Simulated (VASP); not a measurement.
# Mo (Im-3m) in VASP: notebook

Mo is run at these levels: PBE+D4, LDA, r2SCAN; tasks: relaxation of cell and atoms, single point.

Everything below comes from runs of VASP 6.6.1. Logs are shortened: lines on timing, memory, paths and dates and some standing lists are left out, and cuts for length are marked.

## (1) The cell of the first run

It takes space group Im-3m (No. 229, cubic). Conventional cell: a = 3.168 Å, b = 3.168 Å, c = 3.168 Å, α = 90.00°, β = 90.00°, γ = 90.00°. Mo (site symmetry m-3m) has 14 Mo at 2.74 to 3.17 Å within 3.6 Å.

## (2) Relaxation of cell and atoms, PBE+D4

File INCAR:

```
PREC = Accurate
ENCUT = 600
EDIFF = 1E-7
ISMEAR = -1
SIGMA = 0.05
LREAL = F
LASPH = T
NELM = 80
ALGO = Fast
ISIF = 3
LWAVE = F
LCHARG = F
GGA = PE
IVDW = 13
IBRION = 2
NSW = 60
EDIFFG = -0.01
```

File KPOINTS:

```
Automatic mesh
0
Gamma
  12 12 12
```

File POSCAR:

```
Mo
1.0
   -1.5838089719      1.5838089719      1.5838089719
    1.5838089719     -1.5838089719      1.5838089719
    1.5838089719      1.5838089719     -1.5838089719
Mo
1
Direct
    0.0000000000      0.0000000000      0.0000000000
```

Potentials or basis: VASP PAW PBE potentials, release 64 (Mo_sv).

Started as:

```sh
$ cat potpaw_PBE.64/Mo_sv/POTCAR > POTCAR
$ mpirun -np 1 vasp_std > vasp.out
```

OUTCAR:

```text
PREC = Accurate
   ENCUT = 600
   EDIFF = 1E-7
   ISMEAR = -1
   LREAL = F
   LASPH = T
   NELM = 80
   ISIF = 3
   GGA = PE
   IVDW = 13
   IBRION = 2
   NSW = 60
   EDIFFG = -0.01

 ion  position               nearest neighbor table
   1  0.000  0.000  0.000-

  LATTYP: Found a body centered cubic cell.
 ALAT       =     3.1676179438

  Lattice vectors:

 A1 = (  -1.5838089719,   1.5838089719,   1.5838089719)
 A2 = (   1.5838089719,  -1.5838089719,   1.5838089719)
 A3 = (   1.5838089719,   1.5838089719,  -1.5838089719)

Analysis of symmetry for initial positions (statically):
=====================================================================
 Subroutine PRICEL returns:
 Original cell was already a primitive cell.

 Routine SETGRP: Setting up the symmetry group for a
 body centered cubic supercell.

 Subroutine GETGRP returns: Found 48 space group operations
 (whereof 48 operations were pure point group operations)
 out of a pool of 48 trial point group operations.

The static configuration has the point symmetry O_h .

Analysis of symmetry for dynamics (positions and initial velocities):
=====================================================================
 Subroutine PRICEL returns:
 Original cell was already a primitive cell.

 Routine SETGRP: Setting up the symmetry group for a
 body centered cubic supercell.

 Subroutine GETGRP returns: Found 48 space group operations
 (whereof 48 operations were pure point group operations)
 out of a pool of 48 trial point group operations.

The dynamic configuration has the point symmetry O_h .

 Subroutine INISYM returns: Found 48 space group operations
 (whereof 48 operations are pure point group operations),
 and found     1 'primitive' translations

----------------------------------------------------------------------------------------

                                     Primitive cell

  volume of cell :      15.8916

  direct lattice vectors                    reciprocal lattice vectors
    -1.583808972  1.583808972  1.583808972     0.000000000  0.315694638  0.315694638
     1.583808972 -1.583808972  1.583808972     0.315694638  0.000000000  0.315694638
     1.583808972  1.583808972 -1.583808972     0.315694638  0.315694638  0.000000000

  length of vectors
     2.743237609  2.743237609  2.743237609     0.446459639  0.446459639  0.446459639

  position of ions in fractional coordinates (direct lattice)
     0.000000000  0.000000000  0.000000000

  ion indices of the primitive-cell ions
   primitive index   ion index
[... 67 lines left out ...]
   ISPIN  =      1    spin polarized calculation?
   LNONCOLLINEAR =      F non collinear calculations
   LSORBIT =      F    spin-orbit coupling
   LASPH  =      T    aspherical Exc in radial PAW
   ENCUT  =  600.0 eV  44.10 Ry    6.64 a.u.   5.48  5.48  5.48*2*pi/ulx,y,z
   NELM   =     80;   NELMIN=  2; NELMDL= -5     # of ELM steps
   EDIFF  = 0.1E-06   stopping-criterion for ELM
   LREAL  =      F    real-space projection
   EDIFFG = -.1E-01   stopping-criterion for IOM
   NSW    =     60    number of steps for IOM
   IBRION =      2    ionic relax: 0-MD 1-quasi-New 2-CG
   NFREE  =      1    steps in history (QN), initial steepest desc. (CG)
   ISIF   =      3    stress and relaxation
   ISYM   =      2    0-nonsym 1-usesym 2-fastsym
   POTIM  = 0.5000    time-step for ionic-motion
   TEBEG  =    0.0;   TEEND  =   0.0 temperature during run
   PSTRESS=    0.0 pullay stress
   NELECT =      14.0000    total number of electrons
   NUPDOWN=      -1.0000    fix difference up-down
   EMIN   =  10.00;   EMAX   =-10.00  energy-range for DOS
   EFERMI =   0.00;   METHOD = LEGACY
   ISMEAR =    -1;   SIGMA  =   0.05  broadening in eV -4-tet -1-fermi 0-gaus
   EFERMI_NEDOS =   21; number of points for ismear=-14 and -15
   IALGO  =     68    algorithm
   IMIX   =      4    mixing-type and parameters
     AMIX     =   0.40;   BMIX     =  1.00
     AMIX_MAG =   1.60;   BMIX_MAG =  1.00
  volume/ion in A,a.u.               =      15.89       107.24
  Fermi-wavevector in a.u.,A,eV,Ry     =   1.569380  2.965698 33.510508  2.462953
  Thomas-Fermi vector in A             =   2.671271
   LORBIT       =      0    0 simple, 1 ext, 2 COOP (PROOUT), +10 PAW based schemes
   GGA     = PE    functional components
   LHFCALC =     F    Hartree Fock is set to
   AEXX    =    0.0000 exact exchange contribution
   IVDW    =    13    specifies the selected vdW correction
   LEPSILON=     F    determine dielectric tensor
   LRPA    =     F    only Hartree local field effects (RPA)
 conjugate gradient relaxation of ions
 non-spin polarized calculation
 RMM-DIIS sequential band-by-band and
  energy-cutoff  :      600.00
  volume of cell :       15.89
 maximum number of plane-waves:       555
 NGX is ok and might be reduce to    24
   NGX = 11   NGY = 11   NGZ = 11

--------------------------------------- Ionic step        1  -------------------------------------------

 number of electron      14.0000002 magnetization

 Free energy of the ion-electron system (eV)
  ---------------------------------------------------
  ext. energy  EPLUGINS =         0.00000000
  ---------------------------------------------------
  free energy    TOTEN  =       -10.95129783 eV

  energy without entropy =      -10.94873611  energy(sigma->0) =      -10.95001697

------------------------ aborting loop because EDIFF is reached ----------------------------------------

  DFT-D4 for vdW energy calculation

  Edisp (eV):   -0.59967
[... 108 lines left out ...]
--------------------------------------- Ionic step        4  -------------------------------------------

 number of electron      14.0000001 magnetization

 Free energy of the ion-electron system (eV)
  ---------------------------------------------------
  ext. energy  EPLUGINS =         0.00000000
  ---------------------------------------------------
  free energy    TOTEN  =       -10.94552233 eV

  energy without entropy =      -10.94313927  energy(sigma->0) =      -10.94433080

 E-fermi :  12.7187     XC(G=0): -13.4515

 val. band max:       12.6534171133   @ k =  -0.1667   0.2500   0.0833
 cond. band min:      12.7364209697   @ k =   0.5000   0.5000   0.0833
 fundamental gap:      0.0830038565
 Fermi energy:        12.7186503128

 k-point     1 :       0.0000    0.0000    0.0000
  band No.  band energies     occupation
      1     -48.5140      2.00000
      2     -21.7554      2.00000
      3     -21.7554      2.00000
      4     -21.7554      2.00000
      5       5.4979      2.00000
      6      11.3841      2.00000
      7      11.3841      2.00000
      8      11.3841      2.00000
      9      14.4496      0.00000
     10      14.4496      0.00000
     11      27.6175      0.00000
[... 309 lines left out ...]
 k-point    24 :       0.4167    0.0833    0.0833
  band No.  band energies     occupation
      1     -48.2318      2.00000
      2     -23.1092      2.00000
      3     -22.2857      2.00000
      4     -21.8650      2.00000
      5       7.9658      2.00000
      6       9.3122      2.00000
      7      13.1183      0.00068
      8      14.6506      0.00000
      9      15.1542      0.00000
     10      19.2275      0.00000
     11      23.9868      0.00000

 [... further k-points ...]

------------------------ aborting loop because EDIFF is reached ----------------------------------------

  DFT-D4 for vdW energy calculation

  Edisp (eV):   -0.61538
[... 24 lines left out ...]
  FREE ENERGIE OF THE ION-ELECTRON SYSTEM (eV)
  ---------------------------------------------------
  free  energy   TOTEN  =       -11.5609018137 eV

  energy  without entropy=      -11.5585187551  energy(sigma->0) =      -11.55971028

 reached required accuracy - stopping structural energy minimisation
```

CONTCAR:

```text
Mo
   1.00000000000000
    -1.5694437618477068    1.5694437618477068    1.5694437618477068
     1.5694437618477068   -1.5694437618477068    1.5694437618477068
     1.5694437618477068    1.5694437618477068   -1.5694437618477068
  Mo
     1
Direct
     0.0000000000000000    0.0000000000000000    0.0000000000000000

  0.00000000E+00  0.00000000E+00  0.00000000E+00
```

Run time: 64 s. Hardware: 1 thread of Intel Xeon 8259CL, shared host; peak memory 0.16 GiB.

What came out:

- Free energy: -11.5609 eV
- Relaxed volume: 15.46 Å³/atom
- Relaxed cell: a = 2.718 Å, b = 2.718 Å, c = 2.718 Å, α = 109.47°, β = 109.47°, γ = 109.47°
- Space group after relaxing (to 0.1 Å): Im-3m (No. 229)
- Energy gained by relaxing: 9.9 meV/atom
- Ionic steps: 4
- Pressure after relaxing: -0.1 GPa
- Band gap on the k mesh: zero (bands 7 and 8 overlap by 5.43 eV)
- Dispersion energy per atom: -0.615 eV

Step by step:
```
step  energy change (eV)  largest force (eV/Å)  pressure (GPa)  volume (Å³)
   1              0.0000                0.0000           -7.19        15.89
   2              0.0753                0.0000           25.36        14.31
   3             -0.0099                0.0000           -0.19        15.47
   4             -0.0099                0.0000           -0.06        15.46
```

Final structure:
```yaml
crystal:
  lattice:
    - [-1.56944, 1.56944, 1.56944]
    - [1.56944, -1.56944, 1.56944]
    - [1.56944, 1.56944, -1.56944]
  atoms:
    - { symbol: Mo, position: [0.00000, 0.00000, 0.00000] }
```

## (3) Single point, LDA, non-collinear spin, zero start, spin-orbit coupling

File INCAR:

```
PREC = Accurate ; ENCUT = 520
EDIFF = 1E-7 ; ISMEAR = -1
SIGMA = 0.05 ; LREAL = F
LASPH = T ; NELM = 150
ALGO = Fast ; ISIF = 2
LWAVE = F ; LCHARG = F
LNONCOLLINEAR = T ; MAGMOM = 0 0 0
LORBIT = 11 ; LSORBIT = T
GGA_COMPAT = F ; LORBMOM = T
LMAXMIX = 4 ; NBANDS = 25
```

File KPOINTS:

```
Automatic mesh
0
Gamma
  9 9 9
```

POSCAR is that of step 2.

Potentials or basis: VASP PAW LDA potentials, release 64 (Mo_sv).

Started as:

```sh
$ cat potpaw_LDA.64/Mo_sv/POTCAR > POTCAR
$ mpirun -np 1 vasp_ncl > vasp.out
```

Run time: 47 s. Hardware: 1 thread of Intel Xeon 8259CL, shared host; peak memory 0.16 GiB.

Results (log left out):

```
Free energy                                           : -12.2236 eV
Pressure                                              : -13.2 GPa
Net moment                                            : 0.00 μB per cell
Valence electrons inside the program's atomic spheres : Mo 12.48
```

Moments on the atoms (μB; x, y, z):
```
Mo  0.00 0.00 0.00
```

Caveat: the cell stands under tension.

## (4) Relaxation of cell and atoms, r2SCAN

POSCAR is that of step 3.

File INCAR.step1:

```
SYSTEM = Mo
ALGO = Normal
EDIFF = 1E-4
ENCUT = 600
GGA = PE
ISMEAR = -1
LASPH = .TRUE.
LCHARG = .FALSE.
LREAL = .FALSE.
LWAVE = .TRUE.
NELM = 100
PREC = Accurate
SIGMA = 0.05
```

File INCAR.step2:

```
SYSTEM = Mo
ALGO = Normal
EDIFF = 1E-7
EDIFFG = -0.01
ENCUT = 600
IBRION = 2
ISIF = 3
ISMEAR = -1
ISTART = 1
LASPH = .TRUE.
LCHARG = .FALSE.
LMIXTAU = .TRUE.
LREAL = .FALSE.
LWAVE = .FALSE.
METAGGA = R2SCAN
NELM = 100
NSW = 60
PREC = Accurate
SIGMA = 0.05
```

File KPOINTS:

```
k-points
0
G
  12 12 12
  0 0 0
```

Potentials or basis: VASP PAW PBE potentials, release 64 (Mo_sv).

Started as:

```sh
$ cat potpaw_PBE.64/Mo_sv/POTCAR > POTCAR
$ cp INCAR.step1 INCAR
$ mpirun -np 1 vasp_std > vasp.out
$ cp INCAR.step2 INCAR
$ mpirun -np 1 vasp_std > vasp.out
```

Wall time 3.2 min (1 thread of Intel Xeon 8259CL, shared host); peak memory 0.17 GiB.

Results (log left out):

```
Free energy                           : -26.0943 eV
Relaxed volume                        : 15.69 Å³/atom
Relaxed cell                          : a = 2.732 Å, b = 2.732 Å, c = 2.732 Å, α = 109.47°, β = 109.47°, γ = 109.47°
Space group after relaxing (to 0.1 Å) : Im-3m (No. 229)
Energy gained by relaxing             : 2.3 meV/atom
Ionic steps                           : 3
Pressure after relaxing               : 0.0 GPa
Band gap on the k mesh                : zero (bands 7 and 8 overlap by 5.54 eV)
```

Step by step:
```tsv
step	energy change (eV)	largest force (eV/Å)	pressure (GPa)	volume (Å³)
1	0.0000	0.0000	-3.47	15.89
2	0.0170	0.0000	11.11	15.11
3	-0.0023	0.0000	-0.04	15.69
```

Final structure:
```
Mo
1.0
    -1.57707    1.57707    1.57707
     1.57707   -1.57707    1.57707
     1.57707    1.57707   -1.57707
Mo
1
Direct
  0.00000 0.00000 0.00000
```

Levels at points of the mesh, in eV from the Fermi level:
| k point | band 3 | band 4 | band 5 | band 6 | band 7 | band 8 | band 9 | band 10 | band 11 |
| --- | --- | --- | --- | --- | --- | --- | --- | --- | --- |
| (0.00, 0.00, 0.00) | -35.69 | -35.69 | -7.64 | -1.40 | -1.40 | -1.40 | 1.92 | 1.92 | 15.50 |
| (0.50, 0.00, 0.00) | -36.16 | -35.70 | -5.56 | -3.55 | 1.58 | 1.90 | 2.60 | 4.92 | 12.20 |
| (0.50, 0.50, 0.50) | -36.71 | -36.71 | -5.60 | -5.60 | 4.13 | 4.13 | 4.13 | 9.46 | 9.46 |

Caveat: the PAW data sets were made with another functional, which shifts forces and pressure a little.

## (5) The runs side by side

| task | level | potentials or basis | spin | cell | k mesh | cutoff (eV) | gap on the mesh (eV) | pressure (GPa) | relaxed volume (Å³/atom) |
| --- | --- | --- | --- | --- | --- | --- | --- | --- | --- |
| relaxation of cell and atoms | PBE+D4 | VASP PAW PBE potentials, release 64 (Mo_sv) | off | relaxed | 12 × 12 × 12 | 600 | none | -0.1 | 15.46 |
| single point | LDA | VASP PAW LDA potentials, release 64 (Mo_sv) | non-collinear, zero start, SOC | as given | 9 × 9 × 9 | 520 | - | -13.2 | - |
| relaxation of cell and atoms | r2SCAN | VASP PAW PBE potentials, release 64 (Mo_sv) | off | relaxed | 12 × 12 × 12 | 600 | none | 0.0 | 15.69 |

Alike in all rows: smearing fermi-dirac 0.05 eV.

Caveats: the cell stands under tension (at least some runs); the PAW data sets were made with another functional, which shifts forces and pressure a little (at least some runs).

Total energies depend on the potentials used, so only differences within one code and one set of settings carry meaning.
